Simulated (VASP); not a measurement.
# Na2S (Fm-3m) in VASP: further runs

Na2S is run at these levels: PBE+D3(BJ), PBEsol+D3(BJ), PBE; tasks: single point.

Program: VASP 6.6.1. These are calculated values, not measurements. Logs are shortened: lines on timing, memory, paths and dates and some standing lists are left out, and cuts for length are marked.

**1. The cell of the first run**

The structure is cubic, space group Fm-3m (No. 225). The conventional cell has a = 6.441 Å, b = 6.441 Å, c = 6.441 Å, α = 90.00°, β = 90.00°, γ = 90.00°. Within 3.7 Å of Na (site symmetry -43m) lie 4 S at 2.79 Å and 6 Na at 3.22 Å. S (site symmetry m-3m) has 8 Na at 2.79 Å within 3.7 Å.

**2. Single point, PBE+D3(BJ) (22.26 Å³/atom)**

INCAR reads:

```
SYSTEM = Na2S
PREC     = Accurate       ! precision mode
ENCUT    = 500            ! plane-wave cutoff, eV
EDIFF    = 1E-6           ! SCF threshold, eV
ISMEAR   = 0              ! smearing method
SIGMA    = 0.05           ! smearing width, eV
LREAL    = .FALSE.        ! projectors in reciprocal space
LASPH    = .TRUE.         ! aspherical terms in the spheres
NELM     = 120            ! most SCF steps
ALGO     = Normal         ! electronic algorithm
ISIF     = 2              ! what is computed and relaxed
LWAVE    = .FALSE.        ! write WAVECAR
LCHARG   = .FALSE.        ! write CHGCAR
GGA      = PE             ! functional
IVDW     = 12             ! dispersion correction
NBANDS   = 17             ! bands
GGA_COMPAT= .FALSE.
```

KPOINTS reads:

```
Automatic mesh
0
G
  6 6 6
  0 0 0
```

POSCAR reads:

```
Na2S
1.0
    0.0000000000      3.2202875722      3.2202875722
    3.2202875722      0.0000000000      3.2202875722
    3.2202875722      3.2202875722      0.0000000000
Na S
2 1
Direct
    0.2500000000      0.2500000000      0.2500000000
    0.7500000000      0.7500000000      0.7500000000
    0.0000000000      0.0000000000      0.0000000000
```

Potentials or basis: VASP PAW PBE potentials, release 64 (Na_pv, S).

On the command line:

```bash
$ cat potpaw_PBE.64/Na_pv/POTCAR potpaw_PBE.64/S/POTCAR > POTCAR
$ mpirun -np 1 vasp_std > vasp.out
```

OUTCAR:

```text
SYSTEM = Na2S
   PREC = Accurate
   ENCUT = 500
   EDIFF = 1E-6
   ISMEAR = 0
   LREAL = .FALSE.
   LASPH = .TRUE.
   NELM = 120
   ISIF = 2
   GGA = PE
   IVDW = 12
 IVDW          = 12

 ion  position               nearest neighbor table
   1  0.250  0.250  0.250-   3 2.79   3 2.79   3 2.79   3 2.79
   2  0.750  0.750  0.750-   3 2.79   3 2.79   3 2.79   3 2.79
   3  0.000  0.000  0.000-   2 2.79   2 2.79   2 2.79   1 2.79   2 2.79   1 2.79   1 2.79   1 2.79

  LATTYP: Found a face centered cubic cell.
 ALAT       =     6.4405751444

  Lattice vectors:

 A1 = (   0.0000000000,   3.2202875722,   3.2202875722)
 A2 = (   3.2202875722,   0.0000000000,   3.2202875722)
 A3 = (   3.2202875722,   3.2202875722,   0.0000000000)

Analysis of symmetry for initial positions (statically):
=====================================================================
 Subroutine PRICEL returns:
 Original cell was already a primitive cell.

 Routine SETGRP: Setting up the symmetry group for a
 face centered cubic supercell.

 Subroutine GETGRP returns: Found 48 space group operations
 (whereof 48 operations were pure point group operations)
 out of a pool of 48 trial point group operations.

The static configuration has the point symmetry O_h .

Analysis of symmetry for dynamics (positions and initial velocities):
=====================================================================
 Subroutine PRICEL returns:
 Original cell was already a primitive cell.

 Routine SETGRP: Setting up the symmetry group for a
 face centered cubic supercell.

 Subroutine GETGRP returns: Found 48 space group operations
 (whereof 48 operations were pure point group operations)
 out of a pool of 48 trial point group operations.

The dynamic configuration has the point symmetry O_h .

 Subroutine INISYM returns: Found 48 space group operations
 (whereof 48 operations are pure point group operations),
 and found     1 'primitive' translations

----------------------------------------------------------------------------------------

                                     Primitive cell

  volume of cell :      66.7904

  direct lattice vectors                    reciprocal lattice vectors
     0.000000000  3.220287572  3.220287572    -0.155265637  0.155265637  0.155265637
     3.220287572  0.000000000  3.220287572     0.155265637 -0.155265637  0.155265637
     3.220287572  3.220287572  0.000000000     0.155265637  0.155265637 -0.155265637

  length of vectors
     4.554174359  4.554174359  4.554174359     0.268927971  0.268927971  0.268927971

  position of ions in fractional coordinates (direct lattice)
[... 75 lines left out ...]
   NSW    =      0    number of steps for IOM
   IBRION =     -1    ionic relax: 0-MD 1-quasi-New 2-CG
   NFREE  =      0    steps in history (QN), initial steepest desc. (CG)
   ISIF   =      2    stress and relaxation
   ISYM   =      2    0-nonsym 1-usesym 2-fastsym
   POTIM  = 0.5000    time-step for ionic-motion
   TEBEG  =    0.0;   TEEND  =   0.0 temperature during run
   PSTRESS=    0.0 pullay stress
   NELECT =      20.0000    total number of electrons
   NUPDOWN=      -1.0000    fix difference up-down
   EMIN   =  10.00;   EMAX   =-10.00  energy-range for DOS
   EFERMI =   0.00;   METHOD = LEGACY
   ISMEAR =     0;   SIGMA  =   0.05  broadening in eV -4-tet -1-fermi 0-gaus
   EFERMI_NEDOS =   21; number of points for ismear=-14 and -15
   IALGO  =     38    algorithm
   IMIX   =      4    mixing-type and parameters
     AMIX     =   0.40;   BMIX     =  1.00
     AMIX_MAG =   1.60;   BMIX_MAG =  1.00
  volume/ion in A,a.u.               =      22.26       150.24
  Fermi-wavevector in a.u.,A,eV,Ry     =   1.095251  2.069724 16.321194  1.199574
  Thomas-Fermi vector in A             =   2.231571
   LORBIT       =      0    0 simple, 1 ext, 2 COOP (PROOUT), +10 PAW based schemes
   GGA     = PE    functional components
   LHFCALC =     F    Hartree Fock is set to
   AEXX    =    0.0000 exact exchange contribution
   IVDW    =    12    specifies the selected vdW correction
   LEPSILON=     F    determine dielectric tensor
   LRPA    =     F    only Hartree local field effects (RPA)
 non-spin polarized calculation
 Gauss-broadening in eV      SIGMA  =   0.05
  energy-cutoff  :      500.00
  volume of cell :       66.79
 maximum number of plane-waves:      1714
 NGX is ok and might be reduce to    36
   NGX = 17   NGY = 17   NGZ = 17

 number of electron      19.9999993 magnetization

 Free energy of the ion-electron system (eV)
  ---------------------------------------------------
  ext. energy  EPLUGINS =         0.00000000
  ---------------------------------------------------
  free energy    TOTEN  =        -9.95242117 eV

  energy without entropy =       -9.95242117  energy(sigma->0) =       -9.95242117

 E-fermi :   0.6230     XC(G=0):  -7.9978

 val. band max:        0.3917049639   @ k =   0.0000   0.0000   0.0000
 cond. band min:       3.0334209216   @ k =   0.0000   0.0000   0.0000
 fundamental gap:      2.6417159577
 Fermi energy:         0.6230239470

 k-point     1 :       0.0000    0.0000    0.0000
  band No.  band energies     occupation
      1     -21.7545      2.00000
      2     -21.7545      2.00000
      3     -21.7545      2.00000
      4     -21.6924      2.00000
      5     -21.6924      2.00000
      6     -21.6924      2.00000
[... 297 lines left out ...]
      4     -21.7051      2.00000
      5     -21.6821      2.00000
      6     -21.6782      2.00000
[... 9 lines left out ...]
     16      11.8253      0.00000
     17      12.6339      0.00000

------------------------ aborting loop because EDIFF is reached ----------------------------------------

 Edisp (eV)   -0.74030

 E8    (eV) :    -0.3278

  FORCE on cell =-STRESS in cart. coord.  units (eV):
  Direction    XX          YY          ZZ          XY          YZ          ZX
  --------------------------------------------------------------------------------------
  -------------------------------------------------------------------------------------
  Total       0.00504     0.00504     0.00504     0.00000     0.00000     0.00000
  in kB       0.12078     0.12078     0.12078     0.00000     0.00000     0.00000
  external pressure =        0.12 kB  Pullay stress =        0.00 kB

 VOLUME and BASIS-vectors are now :
 -----------------------------------------------------------------------------
  energy-cutoff  :      500.00
  volume of cell :       66.79
      direct lattice vectors                 reciprocal lattice vectors
     0.000000000  3.220287572  3.220287572    -0.155265637  0.155265637  0.155265637
     3.220287572  0.000000000  3.220287572     0.155265637 -0.155265637  0.155265637
     3.220287572  3.220287572  0.000000000     0.155265637  0.155265637 -0.155265637

 POSITION                                       TOTAL-FORCE (eV/Angst)
 -----------------------------------------------------------------------------------
      1.61014      1.61014      1.61014        -0.000000     -0.000000     -0.000000
      4.83043      4.83043      4.83043         0.000000      0.000000      0.000000
      0.00000      0.00000      0.00000        -0.000000     -0.000000     -0.000000
 -----------------------------------------------------------------------------------
    total drift:                                0.000000      0.000000      0.000000

  FREE ENERGIE OF THE ION-ELECTRON SYSTEM (eV)
  ---------------------------------------------------
  free  energy   TOTEN  =       -10.6927215233 eV

  energy  without entropy=      -10.6927215233  energy(sigma->0) =      -10.69272152
```

OSZICAR:

```text
N       E                     dE             d eps       ncg     rms          rms(c)
DAV:   1     0.147597096734E+03    0.14760E+03   -0.10232E+04   552   0.121E+03
DAV:   2     0.108141360981E+01   -0.14652E+03   -0.14118E+03   571   0.330E+02
DAV:   3    -0.105757830900E+02   -0.11657E+02   -0.11597E+02   695   0.915E+01
DAV:   4    -0.107899808880E+02   -0.21420E+00   -0.21390E+00   649   0.127E+01
DAV:   5    -0.107938628931E+02   -0.38820E-02   -0.38806E-02   725   0.178E+00    0.375E+00
DAV:   6    -0.999695693570E+01    0.79691E+00   -0.15439E+00   723   0.559E+00    0.305E+00
DAV:   7    -0.994185376676E+01    0.55103E-01   -0.24964E-01   667   0.214E+00    0.199E+00
DAV:   8    -0.995105025565E+01   -0.91965E-02   -0.18713E-02   577   0.113E+00    0.556E-01
DAV:   9    -0.995088527201E+01    0.16498E-03   -0.44787E-04   739   0.171E-01    0.449E-01
DAV:  10    -0.995240015940E+01   -0.15149E-02   -0.43116E-03   558   0.385E-01    0.228E-01
DAV:  11    -0.995239747694E+01    0.26825E-05   -0.10935E-04   665   0.871E-02    0.916E-02
DAV:  12    -0.995241897450E+01   -0.21498E-04   -0.47147E-05   578   0.478E-02    0.351E-02
DAV:  13    -0.995242109206E+01   -0.21176E-05   -0.78630E-06   607   0.146E-02    0.106E-02
DAV:  14    -0.995242116643E+01   -0.74367E-07   -0.62193E-07   523   0.459E-03
   1 F= -.10692722E+02 E0= -.10692722E+02  d E =-.199716E-12
```

It took 14 s on 1 thread of Intel Xeon Platinum 8375C at 2.90GHz (Ice Lake), shared host; peak memory 0.2 GiB.

Results:

```
Free energy                : -10.6927 eV
Pressure                   : 0.0 GPa
Band gap on the k mesh     : 2.64 eV
Dispersion energy per atom : -0.247 eV
```

PBE gaps usually lie below the measured ones, often by a third to a half.

**3. Single point, PBE+D3(BJ) (22.71 Å³/atom)**

This run uses another cell than the first one, of 22.71 Å³/atom.

INCAR reads:

```
PREC = Accurate
ENCUT = 500
EDIFF = 1E-6
ISMEAR = 0
SIGMA = 0.05
LREAL = False
LASPH = True
NELM = 120
ALGO = Normal
ISIF = 2
LWAVE = False
LCHARG = False
GGA = PE
IVDW = 12
NBANDS = 17
GGA_COMPAT = False
```

KPOINTS reads:

```
regular mesh
0
Gamma
  6 6 6
```

POSCAR reads:

```
Na2S
1.0
    0.0000000000      3.2416146015      3.2416146015
    3.2416146015      0.0000000000      3.2416146015
    3.2416146015      3.2416146015      0.0000000000
Na S
2 1
Direct
    0.2500000000      0.2500000000      0.2500000000
    0.7500000000      0.7500000000      0.7500000000
    0.0000000000      0.0000000000      0.0000000000
```

Potentials or basis: VASP PAW PBE potentials, release 64 (Na_pv, S).

On the command line:

```bash
$ cat potpaw_PBE.64/Na_pv/POTCAR potpaw_PBE.64/S/POTCAR > POTCAR
$ mpirun -np 1 vasp_std > vasp.out
```

Run time: 14 s. Hardware: 1 thread of Intel Xeon Platinum 8375C at 2.90GHz (Ice Lake), shared host; peak memory 0.2 GiB.

It converged, with:

* Free energy: -10.6906 eV
* Pressure: -0.6 GPa
* Band gap on the k mesh: 2.57 eV
* Dispersion energy per atom: -0.242 eV

Levels at points of the mesh, in eV from the valence-band top:
```
           k point  band 8  band 9  band 10  band 11  band 12  band 13
(0.00, 0.00, 0.00)    0.00    0.00     0.00     2.57     7.83     7.83
(0.50, 0.00, 0.00)   -1.68   -0.13    -0.13     4.90     6.56     7.21
(0.50, 0.50, 0.00)   -1.51   -0.47    -0.47     3.86     6.09     8.67
```

**4. Single point, PBEsol+D3(BJ) (22.08 Å³/atom)**

This run uses another cell than the first one, of 22.08 Å³/atom.

INCAR reads:

```
ALGO = Normal ; EDIFF = 1E-6
ENCUT = 500 ; GGA = PS
GGA_COMPAT = F ; ISIF = 2
ISMEAR = 0 ; IVDW = 12
LASPH = T ; LCHARG = T
LELF = T ; LREAL = F
LVHAR = T ; LWAVE = F
NBANDS = 17 ; NELM = 120
PREC = Accurate ; SIGMA = 0.05
```

KPOINTS reads:

```
k-points
0
Gamma
  6 6 6
```

POSCAR reads:

```
Na2S
1.0
    0.0000000000      3.2112376612      3.2112376612
    3.2112376612      0.0000000000      3.2112376612
    3.2112376612      3.2112376612      0.0000000000
Na S
2 1
Direct
    0.2500000000      0.2500000000      0.2500000000
    0.7500000000      0.7500000000      0.7500000000
    0.0000000000      0.0000000000      0.0000000000
```

On the command line:

```bash
$ cat potpaw_PBE.64/Na_pv/POTCAR potpaw_PBE.64/S/POTCAR > POTCAR
$ mpirun -np 1 vasp_std > vasp.out
```

It took 19 s on 1 thread of Intel Xeon Platinum 8375C at 2.90GHz (Ice Lake), shared host; peak memory 0.2 GiB.

It converged, with:

```yaml
Free_energy: -11.0822 eV
Pressure: -0.6 GPa
Band_gap_on_the_k_mesh: 2.54 eV
Dispersion_energy_per_atom: -0.239 eV
```

Levels at points of the mesh, in eV from the valence-band top:
```csv
k point,band 8,band 9,band 10,band 11,band 12,band 13
"(0.00, 0.00, 0.00)",0.00,0.00,0.00,2.54,7.85,7.85
"(0.50, 0.00, 0.00)",-1.77,-0.14,-0.14,4.93,6.53,7.18
"(0.50, 0.50, 0.00)",-1.58,-0.49,-0.49,3.72,6.11,8.84
```

Caveat: the PAW data sets were made with another functional, which shifts forces and pressure a little.

**5. Single point, PBEsol+D3(BJ) (22.51 Å³/atom)**

This run uses another cell than the first one, of 22.51 Å³/atom.

INCAR reads:

```
SYSTEM = Na2S
PREC     = Accurate       ! precision mode
ENCUT    = 500            ! plane-wave cutoff, eV
EDIFF    = 1E-6           ! SCF threshold, eV
ISMEAR   = 0              ! smearing method
SIGMA    = 0.05           ! smearing width, eV
LREAL    = .False.        ! projectors in reciprocal space
LASPH    = .True.         ! aspherical terms in the spheres
NELM     = 120            ! most SCF steps
ALGO     = Normal         ! electronic algorithm
ISIF     = 2              ! what is computed and relaxed
LWAVE    = .False.        ! write WAVECAR
LCHARG   = .False.        ! write CHGCAR
GGA      = PS             ! functional
IVDW     = 12             ! dispersion correction
NBANDS   = 17             ! bands
GGA_COMPAT= .False.
```

KPOINTS reads:

```
Automatic mesh
0
Gamma
  6 6 6
  0 0 0
```

POSCAR reads:

```
Na2S
1.0
    0.0000000000      3.2320904381      3.2320904381
    3.2320904381      0.0000000000      3.2320904381
    3.2320904381      3.2320904381      0.0000000000
Na S
2 1
Direct
    0.2500000000      0.2500000000      0.2500000000
    0.7500000000      0.7500000000      0.7500000000
    0.0000000000      0.0000000000      0.0000000000
```

On the command line:

```bash
$ cat potpaw_PBE.64/Na_pv/POTCAR potpaw_PBE.64/S/POTCAR > POTCAR
$ mpirun -np 1 vasp_std > vasp.out
```

It took 16 s on 1 thread of Intel Xeon Platinum 8375C at 2.90GHz (Ice Lake), shared host; peak memory 0.2 GiB.

Results (log left out):

| Quantity | Value |
| --- | --- |
| Free energy | -11.0754 eV |
| Pressure | -1.2 GPa |
| Band gap on the k mesh | 2.48 eV |
| Dispersion energy per atom | -0.234 eV |

Levels at points of the mesh, in eV from the valence-band top:
```
           k point  band 8  band 9  band 10  band 11  band 12  band 13
(0.00, 0.00, 0.00)    0.00    0.00     0.00     2.48     7.78     7.78
(0.50, 0.00, 0.00)   -1.74   -0.14    -0.14     4.85     6.45     7.14
(0.50, 0.50, 0.00)   -1.55   -0.48    -0.48     3.71     6.05     8.68
```

Caveat: the PAW data sets were made with another functional, which shifts forces and pressure a little. Expect the measured gap to be larger: semilocal functionals such as PBEsol lack the derivative discontinuity.

**6. Single point, PBE**

This run uses another cell than the first one, of 23.16 Å³/atom.

INCAR reads:

```
SYSTEM = Na2S
PREC = Accurate
ENCUT = 500
EDIFF = 1E-6
ISMEAR = 0
SIGMA = 0.05
LREAL = .FALSE.
LASPH = .TRUE.
NELM = 120
ALGO = Normal
ISIF = 2
LWAVE = .FALSE.
LCHARG = .TRUE.
GGA = PE
LELF = .TRUE.
LVHAR = .TRUE.
NBANDS = 17
GGA_COMPAT = .FALSE.
```

KPOINTS reads:

```
regular mesh
0
G
  6 6 6
  0 0 0
```

POSCAR reads:

```
Na2S
1.0
    0.0000000000      3.2629996103      3.2629996103
    3.2629996103      0.0000000000      3.2629996103
    3.2629996103      3.2629996103      0.0000000000
Na S
2 1
Direct
    0.2500000000      0.2500000000      0.2500000000
    0.7500000000      0.7500000000      0.7500000000
    0.0000000000      0.0000000000      0.0000000000
```

Potentials or basis: VASP PAW PBE potentials, release 64 (Na_pv, S).

On the command line:

```bash
$ cat potpaw_PBE.64/Na_pv/POTCAR potpaw_PBE.64/S/POTCAR > POTCAR
$ mpirun -np 1 vasp_std > vasp.out
```

OUTCAR:

```text
SYSTEM = Na2S
   PREC = Accurate
   ENCUT = 500
   EDIFF = 1E-6
   ISMEAR = 0
   LREAL = .FALSE.
   LASPH = .TRUE.
   NELM = 120
   ISIF = 2
   GGA = PE

 ion  position               nearest neighbor table
   1  0.250  0.250  0.250-
   2  0.750  0.750  0.750-
   3  0.000  0.000  0.000-

  LATTYP: Found a face centered cubic cell.
 ALAT       =     6.5259992206

  Lattice vectors:

 A1 = (   0.0000000000,   3.2629996103,   3.2629996103)
[... 499 lines left out ...]

  FORCE on cell =-STRESS in cart. coord.  units (eV):
  Direction    XX          YY          ZZ          XY          YZ          ZX
  --------------------------------------------------------------------------------------
  -------------------------------------------------------------------------------------
  Total        0.2446000      0.2446000      0.2446000      0.0000000      0.0000000     -0.0000000
  in kB        5.6400894      5.6400894      5.6400894      0.0000000      0.0000000     -0.0000000
  external PRESSURE =       5.6400894 kB  Pullay stress =       0.0000000 kB

 VOLUME and BASIS-vectors are now :
 -----------------------------------------------------------------------------
  energy-cutoff  :      500.00
  volume of cell :       69.48
      direct lattice vectors                 reciprocal lattice vectors
     0.000000000  3.262999610  3.262999610    -0.153233239  0.153233239  0.153233239
     3.262999610  0.000000000  3.262999610     0.153233239 -0.153233239  0.153233239
     3.262999610  3.262999610  0.000000000     0.153233239  0.153233239 -0.153233239

 POSITION                                       TOTAL-FORCE (eV/Angst)
 -----------------------------------------------------------------------------------
      1.63150      1.63150      1.63150        -0.000000     -0.000000      0.000000
      4.89450      4.89450      4.89450         0.000000      0.000000      0.000000
      0.00000      0.00000      0.00000        -0.000000     -0.000000     -0.000000
 -----------------------------------------------------------------------------------
    total drift:                                0.000000      0.000000      0.000000

  FREE ENERGIE OF THE ION-ELECTRON SYSTEM (eV)
  ---------------------------------------------------
  free  energy   TOTEN  =        -9.9733570634 eV

  energy  without entropy=       -9.9733570634  energy(sigma->0) =       -9.97335706
```

Wall time 21 s (1 thread of Intel Xeon Platinum 8375C at 2.90GHz (Ice Lake), shared host); peak memory 0.2 GiB.

What came out:

* Free energy: -9.9734 eV
* Pressure: 0.6 GPa
* Band gap on the k mesh: 2.51 eV

A hybrid or GW would open this gap; PBE tends to underestimate it.

**7. The runs side by side**

```csv
level,cell,gap on the mesh (eV),pressure (GPa)
PBE+D3(BJ),"a = 4.554 Å, angles 60.0°, 3 atoms",2.64,0.0
PBE+D3(BJ),"a = 4.584 Å, angles 60.0°, 3 atoms",2.57,-0.6
PBEsol+D3(BJ),"a = 4.541 Å, angles 60.0°, 3 atoms",2.54,-0.6
PBEsol+D3(BJ),"a = 4.571 Å, angles 60.0°, 3 atoms",2.48,-1.2
PBE,"a = 4.615 Å, angles 60.0°, 3 atoms",2.51,0.6
```

Alike in all rows: task single point; potentials or basis VASP PAW PBE potentials, release 64 (Na_pv, S); no spin polarisation; k mesh 6 × 6 × 6; cutoff (eV) 500; smearing gaussian 0.05 eV.

Caveats: the PAW data sets were made with another functional, which shifts forces and pressure a little (at least some runs).

Total energies depend on the potentials used, so only differences within one code and one set of settings carry meaning.
